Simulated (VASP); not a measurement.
Set up this calculation in VASP 6.6.1, as the native input.

```yaml
Task: single point
Functional: PBE
Potentials_or_basis: VASP PAW PBE potentials, release 64 (Hf_pv, O)
Cutoff: 520 eV
k_mesh: 6 × 6 × 4
Occupations: gaussian, width 0.05 eV
Spin: no spin polarisation
Dipole_correction: no
Further_INCAR_settings: ALGO = Normal; EDIFF = 1e-07; NBANDS = 31
```

The structure of HfO2 lies in POSCAR:

```
HfO2
1.0
    3.6043048131      0.0000000000      0.0000000000
    0.0000000000      3.6043048131      0.0000000000
    0.0000000000      0.0000000000      5.0007687972
Hf O
2 4
Direct
    0.5000000000      0.5000000000      0.5000000000
    0.0000000000      0.0000000000      0.0000000000
    0.0000000000      0.5000000000      0.6932521152
    0.5000000000      0.0000000000      0.8067478848
    0.5000000000      0.0000000000      0.3067478848
    0.0000000000      0.5000000000      0.1932521152
```

This cell differs from its parent crystal: strain +0.000 along x and y, -0.050 along z.

One way to write it, as run:

INCAR

```
SYSTEM = HfO2
PREC     = Accurate       ! precision mode
ENCUT    = 520            ! plane-wave cutoff, eV
EDIFF    = 1E-7           ! SCF threshold, eV
ISMEAR   = 0              ! smearing method
SIGMA    = 0.05           ! smearing width, eV
LREAL    = .FALSE.        ! projectors in reciprocal space
LASPH    = .TRUE.         ! aspherical terms in the spheres
NELM     = 100            ! most SCF steps
ALGO     = Normal         ! electronic algorithm
ISIF     = 2              ! what is computed and relaxed
LWAVE    = .FALSE.        ! write WAVECAR
LCHARG   = .TRUE.         ! write CHGCAR
GGA      = PE             ! functional
LELF     = .TRUE.         ! ELF
LVHAR    = .TRUE.       
NBANDS   = 31             ! bands
```

KPOINTS

```
regular mesh
0
G
  6 6 4
  0 0 0
```

Potentials or basis: VASP PAW PBE potentials, release 64 (Hf_pv, O).

Command:

```console
$ cat potpaw_PBE.64/Hf_pv/POTCAR potpaw_PBE.64/O/POTCAR > POTCAR
$ mpirun -np 1 vasp_std > vasp.out
```

Results of the run:

```json
{
  "Pressure": "8.7 GPa",
  "Largest force": "0.381 eV/Å",
  "Band gap on the k mesh": "4.18 eV (least direct gap 4.25 eV)"
}
```

Caveat: the cell differs from its parent crystal (strain +0.000 along x and y, -0.050 along z); the cell stands under pressure; spin-orbit coupling is left out, which moves the levels of the heavy elements.

It took 2.3 min on 1 thread of Intel Xeon 8259CL (shared host), peak memory 0.21 GiB.
